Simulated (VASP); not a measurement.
# Ga16HO24 (a cell with a defect) (H interstitial hop between voids) in VASP: notebook

Ga16HO24 (a cell with a defect) (H interstitial hop between voids) is run at these levels: PBE; tasks: single point.

All numbers are computed with VASP 6.6.1; they aren't measurements. Logs are shortened: lines on timing, memory, paths and dates and some standing lists are left out, and cuts for length are marked.

## Step 1: The cell of the first run

The cell holds a defect, 41 atoms: a = 5.399 Å, b = 10.798 Å, c = 10.798 Å, α = 55.86°, β = 55.86°, γ = 55.86°.

## Step 2: Single point, PBE

INCAR reads:

```
SYSTEM = Ga16HO24
ALGO = Normal
EDIFF = 1E-6
ENCUT = 520
GGA = PE
ISIF = 2
ISMEAR = -1
LASPH = .True.
LCHARG = .True.
LELF = .True.
LREAL = Auto
LVHAR = .True.
LWAVE = .False.
NBANDS = 202
NELECT = 352.0
NELM = 60
PREC = Accurate
SIGMA = 0.01
```

KPOINTS reads:

```
k-points
0
Gamma
  1 1 1
  0 0 0
```

POSCAR reads:

```
Ga16HO24
1.0
    2.5289754500      1.4601046700      4.5413080100
   -5.0579508900      2.9202093400      9.0826160100
    0.0000000000     -5.8404185800      9.0826160400
Ga O H
16 24 1
Direct
    0.8452792025      0.4274145166      0.4282034556
    0.6344545074      0.3213727588      0.3219506818
    0.1254881954      0.0693378528      0.0761063347
    0.3385291693      0.1833406190      0.1710593632
    0.8504553442      0.4333615575      0.9274166311
    0.6344981398      0.3283416260      0.8208624973
    0.1247327542      0.0836173388      0.5859129856
    0.3538452305      0.1766421466      0.6863782351
    0.8505201761      0.9215796526      0.4320733754
    0.6728200927      0.8117768599      0.2992479078
    0.1417939219      0.5668486473      0.0733628694
    0.3631263345      0.6728151512      0.1775157962
    0.8528846685      0.9284836762      0.9267930359
    0.6386848302      0.8253503613      0.8199526990
    0.1383868662      0.5611445045      0.5803949056
    0.3545726941      0.6815162736      0.6783685121
    0.7363096266      0.2148561064      0.0386182933
    0.3955736424      0.0345310003      0.3884807239
    0.0381820291      0.3690940172      0.2304194294
    0.2383868592      0.2893544849      0.4671681271
    0.9310881902      0.1265855740      0.2729853316
    0.5473232041      0.4784582129      0.1207769149
    0.7380559663      0.2180246305      0.5407449744
    0.4419680928      0.0206390271      0.8839336188
    0.0432699748      0.3692908128      0.7342422174
    0.2424653428      0.2881618428      0.9648419321
    0.9412173410      0.1323095459      0.7770884574
    0.5427664145      0.4855788102      0.6183982935
    0.7490872959      0.7140534715      0.0367113711
    0.4402211578      0.5245832189      0.3818761588
    0.0371100571      0.8673829540      0.2335875250
    0.2588358128      0.8113725876      0.4579762456
    0.9592761914      0.6202101305      0.2689709055
    0.5443325102      0.9800574748      0.1196654548
    0.7569647861      0.7171968828      0.5343101269
    0.4474224866      0.5234628474      0.8785797982
    0.0456604564      0.8747808735      0.7298589067
    0.2459910480      0.7872271420      0.9665005516
    0.9491782503      0.6339866591      0.7676231010
    0.5467893494      0.9821612360      0.6194157057
    0.2880676756     -0.0427592003      0.4302441948
```

Potentials or basis: VASP PAW PBE potentials, release 64 (Ga_d, O, H).

Run with:

```
> cat potpaw_PBE.64/Ga_d/POTCAR potpaw_PBE.64/O/POTCAR potpaw_PBE.64/H/POTCAR > POTCAR
> mpirun -np 1 vasp_gam > vasp.out
```

OUTCAR:

```text
SYSTEM = Ga16HO24
   EDIFF = 1E-6
   ENCUT = 520
   GGA = PE
   ISIF = 2
   ISMEAR = -1
   LASPH = .True.
   LREAL = Auto
   NELECT = 352.0
   NELM = 60
   PREC = Accurate

 ion  position               nearest neighbor table
   1  0.845  0.427  0.428-  20 1.91  28 1.95  33 1.98  30 2.05  19 2.08  23 2.13   2 2.89   7 2.91

   2  0.634  0.321  0.322-  20 1.90  21 1.95  22 1.98  19 2.07  30 2.14  23 2.23   1 2.89
   3  0.125  0.069  0.076-  17 1.89  24 1.93  31 1.99  21 2.06  34 2.12  26 2.25   4 2.87
   4  0.339  0.183  0.171-  17 1.90  19 1.92  18 2.05  34 2.07  26 2.08  21 2.11   3 2.87
   5  0.850  0.433  0.927-  26 1.90  22 1.92  39 2.01  25 2.07  36 2.07  17 2.24   6 2.90  15 2.90
[... 12 lines left out ...]
  14  0.639  0.825  0.820-  38 1.91  39 1.94  40 1.99  24 2.09  37 2.10  29 2.21  13 2.88
  15  0.138  0.561  0.580-  35 1.91  25 1.92  30 1.93  28 2.06  39 2.08   5 2.90
  16  0.355  0.682  0.678-  35 1.94  37 1.95  36 1.99  28 2.08  39 2.08  32 2.17
  17  0.736  0.215  0.039-   3 1.89   4 1.90   6 2.19   5 2.24
  18  0.396  0.035  0.388-  41 1.03   7 1.97   4 2.05   9 2.24  10 2.43
  19  0.038  0.369  0.230-   4 1.92  11 1.99   2 2.07   1 2.08
  20  0.238  0.289  0.467-   2 1.90   1 1.91   7 2.10   8 2.25
  21  0.931  0.127  0.273-   2 1.95   9 2.00   3 2.06   4 2.11
  22  0.547  0.478  0.121-   5 1.92   2 1.98  12 2.05  11 2.08
  23  0.738  0.218  0.541-   8 1.89   7 1.91   1 2.13   2 2.23
  24  0.442  0.021  0.884-   3 1.93   8 1.95  13 2.07  14 2.09
  25  0.043  0.369  0.734-  15 1.92   8 1.93   6 2.06   5 2.07
  26  0.242  0.288  0.965-   5 1.90   6 1.91   4 2.08   3 2.25
  27  0.941  0.132  0.777-   6 1.94   7 1.96  13 2.00   8 2.09
  28  0.543  0.486  0.618-   1 1.95   6 2.00  15 2.06  16 2.08
  29  0.749  0.714  0.037-  12 1.89  11 1.91  13 2.17  14 2.21
  30  0.440  0.525  0.382-  15 1.93  12 1.98   1 2.05   2 2.14
  31  0.037  0.867  0.234-  12 1.99   3 1.99  10 2.00   9 2.07
  32  0.259  0.811  0.458-  10 1.91   9 1.93  16 2.17
  33  0.959  0.620  0.269-  10 1.84   1 1.98  11 2.04  12 2.10
  34  0.544  0.980  0.120-  10 1.92  13 1.95   4 2.07   3 2.12
  35  0.757  0.717  0.534-  15 1.91  16 1.94   9 2.06  10 2.36
  36  0.447  0.523  0.879-  11 1.93  16 1.99   6 2.06   5 2.07
  37  0.046  0.875  0.730-  16 1.95   7 2.02  13 2.04  14 2.10
  38  0.246  0.787  0.967-  14 1.91  13 1.92  12 2.17  11 2.24
  39  0.949  0.634  0.768-  14 1.94   5 2.01  15 2.08  16 2.08
  40  0.547  0.982  0.619-   9 1.94  14 1.99   7 2.05   8 2.10
  41  0.288  0.957  0.430-  18 1.03

  LATTYP: Found a base centered monoclinic cell.
 ALAT       =    14.7964817495
 B/A-ratio  =     0.6836693984
 C/A-ratio  =     0.3648959286
 COS(beta)  =    -0.0893299994

  Lattice vectors:

 A1 = (   7.5869263400,  -1.4601046700,  -4.5413080000)
 A2 = (   2.5289754500,   7.3005232500,  -4.5413080300)
 A3 = (   2.5289754500,   1.4601046700,   4.5413080100)
[... 188 lines left out ...]
   ISYM   =      2    0-nonsym 1-usesym 2-fastsym
   POTIM  = 0.5000    time-step for ionic-motion
   TEBEG  =    0.0;   TEEND  =   0.0 temperature during run
   PSTRESS=    0.0 pullay stress
   NELECT =     352.0000    total number of electrons
   NUPDOWN=      -1.0000    fix difference up-down
   EMIN   =  10.00;   EMAX   =-10.00  energy-range for DOS
   EFERMI =   0.00;   METHOD = LEGACY
   ISMEAR =    -1;   SIGMA  =   0.01  broadening in eV -4-tet -1-fermi 0-gaus
   EFERMI_NEDOS =   21; number of points for ismear=-14 and -15
   IALGO  =     38    algorithm
   IMIX   =      4    mixing-type and parameters
     AMIX     =   0.40;   BMIX     =  1.00
     AMIX_MAG =   1.60;   BMIX_MAG =  1.00
  volume/ion in A,a.u.               =       9.82        66.24
  Fermi-wavevector in a.u.,A,eV,Ry     =   1.565605  2.958564 33.349486  2.451118
  Thomas-Fermi vector in A             =   2.668056
   LORBIT       =      0    0 simple, 1 ext, 2 COOP (PROOUT), +10 PAW based schemes
   GGA     = PE    functional components
   LHFCALC =     F    Hartree Fock is set to
   AEXX    =    0.0000 exact exchange contribution
   IVDW    =     0    specifies the selected vdW correction
   LEPSILON=     F    determine dielectric tensor
   LRPA    =     F    only Hartree local field effects (RPA)
 non-spin polarized calculation
  energy-cutoff  :      520.00
  volume of cell :      402.46
 maximum number of plane-waves:      5405
   NGX = 21   NGY = 41   NGZ = 41

 number of electron     352.0000000 magnetization

 Free energy of the ion-electron system (eV)
  ---------------------------------------------------
  ext. energy  EPLUGINS =         0.00000000
  ---------------------------------------------------
  free energy    TOTEN  =      -244.39356815 eV

  energy without entropy =     -244.39356815  energy(sigma->0) =     -244.39356815

 E-fermi :   4.4134     XC(G=0): -11.9517

 val. band max:        4.1630267836   @ k =   0.0000   0.0000   0.0000
 cond. band min:       6.5192007042   @ k =   0.0000   0.0000   0.0000
 fundamental gap:      2.3561739205
 Fermi energy:         4.4134360648

 k-point     1 :       0.0000    0.0000    0.0000
  band No.  band energies     occupation
      1     -15.1210      2.00000
      2     -14.3549      2.00000
      3     -13.8422      2.00000
      4     -13.6625      2.00000
      5     -13.6163      2.00000
      6     -13.5256      2.00000
[... 180 lines left out ...]
    187      10.7181      0.00000
    188      10.8276      0.00000
 [bands above 188 left out]

------------------------ aborting loop because EDIFF is reached ----------------------------------------

  FORCE on cell =-STRESS in cart. coord.  units (eV):
  Direction    XX          YY          ZZ          XY          YZ          ZX
  --------------------------------------------------------------------------------------
  -------------------------------------------------------------------------------------
  Total       -3.1831884      0.0889848     -7.9128474     -6.0842085     -3.5870736     -4.7039276
  in kB      -12.6722030      0.3542466    -31.5008718    -24.2211007    -14.2800615    -18.7262324
  external PRESSURE =     -14.6062761 kB  Pullay stress =       0.0000000 kB

 VOLUME and BASIS-vectors are now :
 -----------------------------------------------------------------------------
  energy-cutoff  :      520.00
  volume of cell :      402.46
      direct lattice vectors                 reciprocal lattice vectors
     2.528975450  1.460104670  4.541308010     0.197708523  0.114147069  0.073400291
    -5.057950890  2.920209340  9.082616010    -0.098854261  0.057073535  0.036700146
     0.000000000 -5.840418580  9.082616040    -0.000000000 -0.114147069  0.036700146

 POSITION                                       TOTAL-FORCE (eV/Angst)
 -----------------------------------------------------------------------------------
     -0.02415     -0.01855     11.60992         0.007680      0.004290      0.014284
     -0.02097     -0.01548      8.72431        -0.000078     -0.008616     -0.005521
     -0.03335     -0.05879      1.89089        -0.004974      0.016557     -0.001996
     -0.07120      0.03062      4.75624         0.006868      0.001310      0.022913
     -0.04114     -2.90924     16.22161         0.007305     -0.010992      0.005853
     -0.05611     -2.90892     13.31923         0.007183     -0.008749     -0.006161
[... 33 lines left out ...]
     -3.58491      0.04884     17.02965         0.005564      0.004635      0.002996
     -4.11316      0.70315     13.91020         0.013689     -0.057927     -0.077611
 -----------------------------------------------------------------------------------
    total drift:                                0.002734     -0.001564      0.011091

  FREE ENERGIE OF THE ION-ELECTRON SYSTEM (eV)
  ---------------------------------------------------
  free  energy   TOTEN  =      -244.3935681538 eV

  energy  without entropy=     -244.3935681538  energy(sigma->0) =     -244.39356815
```

OSZICAR:

```text
N       E                     dE             d eps       ncg     rms          rms(c)
DAV:   1     0.884239570413E+04    0.88424E+04   -0.15392E+05   532   0.364E+03
DAV:   2     0.249091110967E+04   -0.63515E+04   -0.58744E+04   404   0.107E+03
DAV:   3     0.160944225318E+03   -0.23300E+04   -0.21804E+04   508   0.388E+02
[... 11 lines left out ...]
DAV:  15    -0.244393534049E+03   -0.30653E-04   -0.66791E-04   552   0.179E-01    0.128E-02
DAV:  16    -0.244393565145E+03   -0.31097E-04   -0.31010E-04   704   0.107E-01    0.169E-02
DAV:  17    -0.244393567503E+03   -0.23572E-05   -0.80214E-05   512   0.578E-02    0.878E-03
DAV:  18    -0.244393567805E+03   -0.30211E-06   -0.15912E-05   472   0.328E-02    0.437E-03
DAV:  19    -0.244393568154E+03   -0.34899E-06   -0.68797E-06   352   0.151E-02
   1 F= -.24439357E+03 E0= -.24439357E+03  d E =-.828596E-11
```

It took 4.2 min on 1 thread of Intel Xeon Platinum 8488C (Sapphire Rapids), shared host; peak memory 0.55 GiB.

What came out:

```yaml
Free_energy: -244.3936 eV
Largest_force: 0.098 eV/Å
```

Forces in eV/Å, atoms in the order of the input:
```
Ga   0.008  0.004  0.014
Ga   0.000 -0.009 -0.006
Ga  -0.005  0.017 -0.002
Ga   0.007  0.001  0.023
Ga   0.007 -0.011  0.006
Ga   0.007 -0.009 -0.006
Ga  -0.004  0.001 -0.008
Ga  -0.011  0.011  0.001
Ga  -0.020  0.003 -0.004
Ga   0.016 -0.014  0.008
Ga  -0.001  0.009 -0.009
Ga  -0.006  0.006  0.007
Ga   0.003 -0.010  0.013
Ga   0.003 -0.013 -0.004
Ga  -0.002  0.012 -0.001
Ga  -0.001  0.000  0.005
O   -0.008  0.007 -0.001
O    0.009  0.055  0.050
O    0.001  0.003  0.003
O    0.008 -0.006  0.015
O    0.002 -0.012  0.001
O    0.009  0.001  0.000
O   -0.004  0.011 -0.013
O    0.002 -0.008  0.004
O    0.004  0.003  0.002
O    0.004 -0.004 -0.013
O   -0.007 -0.009  0.007
O   -0.001  0.004  0.007
O   -0.004  0.015 -0.002
O   -0.008 -0.002 -0.002
O    0.005  0.002  0.005
O   -0.002 -0.020  0.013
O   -0.005 -0.004  0.002
O   -0.002  0.002  0.001
O   -0.019  0.011 -0.028
O   -0.011  0.004 -0.001
O    0.008  0.011 -0.006
O    0.003 -0.014 -0.004
O   -0.003  0.005 -0.003
O    0.006  0.005  0.003
H    0.014 -0.058 -0.078
```

Levels at points of the mesh, in eV from the Fermi level:
| k point | band 174 | band 175 | band 176 | band 177 | band 178 | band 179 |
| --- | --- | --- | --- | --- | --- | --- |
| (0.00, 0.00, 0.00) | -0.33 | -0.27 | -0.25 | 2.11 | 5.51 | 5.64 |

Caveat: the k points lie up to 1.51 Å⁻¹ apart; the cell carries a net charge on a neutralising background, which shifts energy and pressure; the cell is charged against a uniform background, so pressure and absolute levels hang on convention.

## Step 3: Single point, PBE

INCAR reads:

```
SYSTEM = Ga16HO24
  PREC = Accurate
  ENCUT = 520
  EDIFF = 1E-6
  ISMEAR = -1
  SIGMA = 0.01
  LREAL = Auto
  LASPH = .TRUE.
  NELM = 80
  ALGO = Normal
  ISIF = 2
  LWAVE = .FALSE.
  LCHARG = .FALSE.
  GGA = PE
  NBANDS = 202
  NELECT = 352.0
```

KPOINTS reads:

```
Automatic mesh
0
G
  1 1 1
  0 0 0
```

POSCAR reads:

```
Ga16HO24
1.0
    2.5289754500      1.4601046700      4.5413080100
   -5.0579508900      2.9202093400      9.0826160100
    0.0000000000     -5.8404185800      9.0826160400
Ga O H
16 24 1
Direct
    0.8627396759      0.4305981921      0.4232136911
    0.6529144498      0.3312765034      0.3146354682
    0.1300493965      0.0709598825      0.0713525309
    0.3443402172      0.1850118214      0.1605883895
    0.8553091099      0.4336206409      0.9224628647
    0.6454879540      0.3285575500      0.8139226255
    0.1158811570      0.0650187752      0.5924206380
    0.3597049865      0.1752613121      0.6787485228
    0.8726205898      0.9265778684      0.4292883279
    0.6674204728      0.8173123959      0.3106071852
    0.1500395370      0.5716706189      0.0686228378
    0.3621176037      0.6777050154      0.1757249688
    0.8499273482      0.9278873817      0.9314270601
    0.6444141230      0.8229535852      0.8193020663
    0.1456210428      0.5640573319      0.5747147657
    0.3632651486      0.6802973999      0.6726039491
    0.7436249077      0.2174935273      0.0325705452
    0.4276138640      0.0594870834      0.3774019068
    0.0533442523      0.3723753724      0.2240766072
    0.2635666439      0.2904643995      0.4537227084
    0.9474883472      0.1330273671      0.2655318562
    0.5564558935      0.4825078365      0.1148457521
    0.7476499302      0.2177948596      0.5365932259
    0.4491018143      0.0213744845      0.8806285390
    0.0524786952      0.3694439209      0.7262405908
    0.2521667930      0.2892518184      0.9568656698
    0.9495654010      0.1304620113      0.7711150390
    0.5547914871      0.4842876987      0.6138780396
    0.7520455427      0.7163425886      0.0348378295
    0.4527884868      0.5271090198      0.3769398737
    0.0430403484      0.8718578496      0.2325783731
    0.2652197841      0.8066320629      0.4611122852
    0.9614704859      0.6276993351      0.2664050344
    0.5497892544      0.9800568105      0.1217788728
    0.7612229976      0.7199058458      0.5292732474
    0.4530399331      0.5242715160      0.8744482100
    0.0497977662      0.8672926444      0.7336278094
    0.2491263868      0.7887628169      0.9645391603
    0.9548159651      0.6325213563      0.7636970085
    0.5515310907      0.9798172140      0.6195755954
    0.4246691557      0.1610506275      0.3631887106
```

Potentials or basis: VASP PAW PBE potentials, release 64 (Ga_d, O, H).

Run with:

```
> cat potpaw_PBE.64/Ga_d/POTCAR potpaw_PBE.64/O/POTCAR potpaw_PBE.64/H/POTCAR > POTCAR
> mpirun -np 1 vasp_gam > vasp.out
```

It took 4 min on 1 thread of Intel Xeon Platinum 8488C (Sapphire Rapids), shared host; peak memory 0.54 GiB.

The run converged. Its results:

| Item | Value |
| --- | --- |
| Free energy | -244.2276 eV |
| Largest force | 0.087 eV/Å |

Forces on the atoms (eV/Å):
```
Ga  -0.001 -0.012  0.024
Ga   0.010 -0.014 -0.004
Ga   0.001  0.017 -0.003
Ga   0.005  0.010  0.011
Ga   0.012 -0.010  0.005
Ga   0.010 -0.008 -0.016
Ga  -0.002  0.011  0.002
Ga  -0.019  0.020  0.003
Ga   0.017 -0.007  0.020
Ga  -0.019 -0.013  0.009
Ga  -0.004  0.013 -0.004
Ga  -0.002  0.012  0.005
Ga   0.001  0.008  0.010
Ga   0.015 -0.012 -0.004
Ga  -0.009  0.006  0.009
Ga  -0.007 -0.002  0.010
O   -0.008  0.004  0.001
O    0.041 -0.012 -0.056
O    0.015  0.000 -0.002
O    0.023 -0.020 -0.013
O   -0.012 -0.021 -0.019
O    0.007  0.003 -0.002
O   -0.014  0.009 -0.014
O   -0.005 -0.005  0.004
O    0.006 -0.001  0.003
O   -0.004 -0.006 -0.016
O   -0.009 -0.016  0.015
O    0.010  0.001 -0.001
O    0.002  0.001 -0.001
O    0.004 -0.004  0.007
O    0.000  0.002  0.009
O   -0.006 -0.021 -0.014
O    0.000 -0.004 -0.009
O   -0.002 -0.002  0.002
O   -0.005  0.021 -0.002
O   -0.012  0.000 -0.003
O    0.011 -0.013 -0.005
O   -0.001 -0.009  0.001
O   -0.005  0.004 -0.005
O   -0.007  0.014 -0.015
H   -0.036  0.052  0.059
```

Levels at points of the mesh, in eV from the Fermi level:
| k point | band 174 | band 175 | band 176 | band 177 | band 178 | band 179 |
| --- | --- | --- | --- | --- | --- | --- |
| (0.00, 0.00, 0.00) | -0.31 | -0.30 | -0.25 | 2.14 | 5.57 | 5.63 |

Caveat: the k points lie up to 1.51 Å⁻¹ apart; the cell carries a net charge on a neutralising background, which shifts energy and pressure; the cell is charged against a uniform background, so pressure and absolute levels hang on convention.

(Continued in part 2 of 2.)
